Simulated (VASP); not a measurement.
# TiO2 (P4_2/mnm) in VASP: further runs, part 2 of 2

VASP 6.6.1. Earlier steps stand in the parts before.

**4. Single point, PBE (uniaxial z strain +2.0%)**

The input, INCAR:

```
SYSTEM = TiO2
PREC = Accurate
ENCUT = 520
EDIFF = 1E-6
ISMEAR = -1
SIGMA = 0.02
LREAL = .FALSE.
LASPH = .TRUE.
NELM = 60
ALGO = Normal
ISIF = 2
LWAVE = .FALSE.
LCHARG = .FALSE.
GGA = PE
NBANDS = 33
```

The input, KPOINTS:

```
regular mesh
0
G
  6 6 8
  0 0 0
```

The input, POSCAR:

```
TiO2
1.0
    4.5968534940      0.0000000000      0.0000000000
    0.0000000000      4.5968534940      0.0000000000
    0.0000000000      0.0000000000      3.0125610919
Ti O
2 4
Direct
    0.0000000000      0.0000000000      0.0000000000
    0.5000000000      0.5000000000      0.5000000000
    0.3052929150      0.3052929150      0.0000000000
    0.1947070850      0.8052929150      0.5000000000
    0.8052929150      0.1947070850      0.5000000000
    0.6947070850      0.6947070850      0.0000000000
```

Potentials or basis: VASP PAW PBE potentials, release 64 (Ti_sv, O).

The run is started by

```console
$ cat potpaw_PBE.64/Ti_sv/POTCAR potpaw_PBE.64/O/POTCAR > POTCAR
$ mpirun -np 1 vasp_std > vasp.out
```

OUTCAR:

```text
SYSTEM = TiO2
   PREC = Accurate
   ENCUT = 520
   EDIFF = 1E-6
   ISMEAR = -1
   LREAL = .FALSE.
   LASPH = .TRUE.
   NELM = 60
   ISIF = 2
   GGA = PE

 ion  position               nearest neighbor table
   1  0.000  0.000  0.000-   4 1.97   5 1.97   4 1.97   5 1.97   3 1.98   6 1.98
   2  0.500  0.500  0.500-   3 1.97   6 1.97   3 1.97   6 1.97   5 1.98   4 1.98
   3  0.305  0.305  0.000-   2 1.97   2 1.97   1 1.98
   4  0.195  0.805  0.500-   1 1.97   1 1.97   2 1.98
   5  0.805  0.195  0.500-   1 1.97   1 1.97   2 1.98
   6  0.695  0.695  0.000-   2 1.97   2 1.97   1 1.98

  LATTYP: Found a simple tetragonal cell.
 ALAT       =     4.5968534940
 C/A-ratio  =     0.6553528617

  Lattice vectors:

 A1 = (   4.5968534940,   0.0000000000,   0.0000000000)
 A2 = (   0.0000000000,   4.5968534940,   0.0000000000)
 A3 = (   0.0000000000,   0.0000000000,   3.0125610919)

Analysis of symmetry for initial positions (statically):
=====================================================================
 Subroutine PRICEL returns:
 Original cell was already a primitive cell.

 Routine SETGRP: Setting up the symmetry group for a
[... 182 lines left out ...]
 fundamental gap:      1.8028618573
 Fermi energy:         5.1440368731

 k-point     1 :       0.0000    0.0000    0.0000
  band No.  band energies     occupation
      1     -52.3404      2.00000
      2     -52.3245      2.00000
      3     -28.6296      2.00000
      4     -28.6296      2.00000
      5     -28.4754      2.00000
      6     -28.4754      2.00000
[... 853 lines left out ...]
     32       9.6309      0.00000
     33      11.0913      0.00000

 [... further k-points ...]

------------------------ aborting loop because EDIFF is reached ----------------------------------------

  FORCE on cell =-STRESS in cart. coord.  units (eV):
  Direction    XX          YY          ZZ          XY          YZ          ZX
  --------------------------------------------------------------------------------------
  -------------------------------------------------------------------------------------
  Total        1.0323387      1.0323387     -1.3897193     -0.0000000      0.0000000      0.0000000
  in kB       25.9821797     25.9821797    -34.9768333     -0.0000000      0.0000000      0.0000000
  external PRESSURE =       5.6625087 kB  Pullay stress =       0.0000000 kB

 VOLUME and BASIS-vectors are now :
 -----------------------------------------------------------------------------
  energy-cutoff  :      520.00
  volume of cell :       63.66
      direct lattice vectors                 reciprocal lattice vectors
     4.596853494  0.000000000  0.000000000     0.217540107  0.000000000  0.000000000
     0.000000000  4.596853494  0.000000000     0.000000000  0.217540107  0.000000000
     0.000000000  0.000000000  3.012561092     0.000000000  0.000000000  0.331943476

 POSITION                                       TOTAL-FORCE (eV/Angst)
 -----------------------------------------------------------------------------------
      0.00000      0.00000      0.00000         0.000000      0.000000      0.000000
      2.29843      2.29843      1.50628         0.000000      0.000000      0.000000
      1.40339      1.40339      0.00000        -0.044779     -0.044779      0.000000
      0.89504      3.70181      1.50628         0.044779     -0.044779      0.000000
      3.70181      0.89504      1.50628        -0.044779      0.044779      0.000000
      3.19347      3.19347      0.00000         0.044779      0.044779     -0.000000
 -----------------------------------------------------------------------------------
    total drift:                                0.000000      0.000000      0.000000

  FREE ENERGIE OF THE ION-ELECTRON SYSTEM (eV)
  ---------------------------------------------------
  free  energy   TOTEN  =       -53.6542708814 eV

  energy  without entropy=      -53.6542708814  energy(sigma->0) =      -53.65427088
```

stdout:

```text
POSCAR found type information on POSCAR TiO
 POSCAR found :  2 types and       6 ions
 scaLAPACK will be used
 LDA part: xc-table for (Slater+PW92), standard interpolation
 POSCAR, INCAR and KPOINTS ok, starting setup
 FFT: planning ... GRIDC
 FFT: planning ... GRID_SOFT
 FFT: planning ... GRID
 WAVECAR not read
 entering main loop
```

Run time: 40 s. Hardware: 1 thread of Intel Xeon 6975P-C (Granite Rapids), shared host; peak memory 0.22 GiB.

What came out:

* Free energy: -53.6543 eV
* Pressure: 0.6 GPa
* Largest force: 0.063 eV/Å
* Band gap on the k mesh: 1.80 eV, direct

Forces in eV/Å, atoms in the order of the input:
```
Ti   0.000  0.000  0.000
Ti   0.000  0.000  0.000
O   -0.045 -0.045  0.000
O    0.045 -0.045  0.000
O   -0.045  0.045  0.000
O    0.045  0.045  0.000
```

Stress tensor (GPa, compression positive):
```
 2.60  0.00  0.00
 0.00  2.60  0.00
 0.00  0.00 -3.50
```

Levels at points of the mesh, in eV from the valence-band top:
| k point | band 21 | band 22 | band 23 | band 24 | band 25 | band 26 | band 27 | band 28 |
| --- | --- | --- | --- | --- | --- | --- | --- | --- |
| (0.00, 0.00, 0.00) | -0.77 | -0.44 | -0.44 | 0.00 | 1.80 | 2.13 | 2.26 | 2.35 |
| (0.50, 0.00, 0.00) | -1.73 | -1.73 | -0.74 | -0.74 | 2.46 | 2.46 | 2.87 | 2.87 |
| (0.50, 0.50, 0.00) | -1.40 | -1.40 | -1.04 | -1.04 | 1.85 | 1.85 | 2.37 | 2.37 |
| (0.00, 0.00, 0.50) | -2.36 | -2.36 | -1.41 | -1.41 | 2.86 | 2.86 | 2.90 | 2.90 |
| (0.50, 0.00, 0.50) | -2.01 | -2.01 | -1.03 | -1.03 | 1.83 | 1.83 | 2.93 | 2.93 |
| (0.50, 0.50, 0.50) | -1.28 | -1.28 | -0.67 | -0.67 | 2.49 | 2.49 | 2.95 | 2.95 |

Caveat: the cell differs from its parent crystal (uniaxial z strain +2.0%). A k mesh can miss the band edges.

**5. Single point, PBE (uniaxial z strain +3.0%)**

The input, INCAR:

```
SYSTEM = TiO2
PREC     = Accurate       ! precision mode
ENCUT    = 520            ! plane-wave cutoff, eV
EDIFF    = 1E-6           ! SCF threshold, eV
ISMEAR   = -1             ! smearing method
SIGMA    = 0.02           ! smearing width, eV
LREAL    = .FALSE.        ! projectors in reciprocal space
LASPH    = .TRUE.         ! aspherical terms in the spheres
NELM     = 60             ! most SCF steps
ALGO     = Normal         ! electronic algorithm
ISIF     = 2              ! what is computed and relaxed
LWAVE    = .FALSE.        ! write WAVECAR
LCHARG   = .FALSE.        ! write CHGCAR
GGA      = PE             ! functional
NBANDS   = 33             ! bands
```

KPOINTS is that of step 4.

The input, POSCAR:

```
TiO2
1.0
    4.5968534940      0.0000000000      0.0000000000
    0.0000000000      4.5968534940      0.0000000000
    0.0000000000      0.0000000000      3.0420960046
Ti O
2 4
Direct
    0.0000000000      0.0000000000      0.0000000000
    0.5000000000      0.5000000000      0.5000000000
    0.3055424113      0.3055424113      0.0000000000
    0.1944575887      0.8055424113      0.5000000000
    0.8055424113      0.1944575887      0.5000000000
    0.6944575887      0.6944575887      0.0000000000
```

The run is started by

```console
$ cat potpaw_PBE.64/Ti_sv/POTCAR potpaw_PBE.64/O/POTCAR > POTCAR
$ mpirun -np 1 vasp_std > vasp.out
```

It took 42 s on 1 thread of Intel Xeon 6975P-C (Granite Rapids), shared host; peak memory 0.22 GiB.

It converged, with:

| Quantity | Value |
| --- | --- |
| Free energy | -53.6327 eV |
| Pressure | -1.9 GPa |
| Largest force | 0.057 eV/Å |
| Band gap on the k mesh | 1.77 eV, direct |

Forces on the atoms (eV/Å):
```
Ti   0.000  0.000  0.000
Ti   0.000  0.000  0.000
O   -0.040 -0.040  0.000
O    0.040 -0.040  0.000
O   -0.040  0.040  0.000
O    0.040  0.040  0.000
```

Stress tensor (GPa, compression positive):
```
 1.02  0.00  0.00
 0.00  1.02  0.00
 0.00  0.00 -7.79
```

Levels at points of the mesh, in eV from the valence-band top:
| k point | band 21 | band 22 | band 23 | band 24 | band 25 | band 26 | band 27 | band 28 |
| --- | --- | --- | --- | --- | --- | --- | --- | --- |
| (0.00, 0.00, 0.00) | -0.80 | -0.44 | -0.44 | 0.00 | 1.77 | 2.11 | 2.19 | 2.28 |
| (0.50, 0.00, 0.00) | -1.78 | -1.78 | -0.74 | -0.74 | 2.42 | 2.42 | 2.80 | 2.80 |
| (0.50, 0.50, 0.00) | -1.44 | -1.44 | -1.03 | -1.03 | 1.83 | 1.83 | 2.30 | 2.30 |
| (0.00, 0.00, 0.50) | -2.36 | -2.36 | -1.40 | -1.40 | 2.77 | 2.77 | 2.82 | 2.82 |
| (0.50, 0.00, 0.50) | -2.00 | -2.00 | -1.02 | -1.02 | 1.80 | 1.80 | 2.81 | 2.81 |
| (0.50, 0.50, 0.50) | -1.27 | -1.27 | -0.67 | -0.67 | 2.45 | 2.45 | 2.83 | 2.83 |

Caveat: the cell differs from its parent crystal (uniaxial z strain +3.0%). A k mesh can miss the band edges.

**6. Overview**

```tsv
cell	gap on the mesh (eV)	pressure (GPa)	largest force (eV/Å)
a = 4.597, b = 4.597, c = 2.953 Å, 6 atoms	1.86	5.9	0.08
a = 4.597, b = 4.597, c = 2.983 Å, 6 atoms	1.83	3.1	0.07
a = 4.597, b = 4.597, c = 3.013 Å, 6 atoms	1.80	0.6	0.06
a = 4.597, b = 4.597, c = 3.042 Å, 6 atoms	1.77	-1.9	0.06
```

Alike in all rows: task single point; level PBE; potentials or basis VASP PAW PBE potentials, release 64 (Ti_sv, O); no spin polarisation; k mesh 6 × 6 × 8; cutoff (eV) 520; smearing fermi-dirac 0.02 eV.

Total energies depend on the potentials used, so only differences within one code and one set of settings carry meaning.
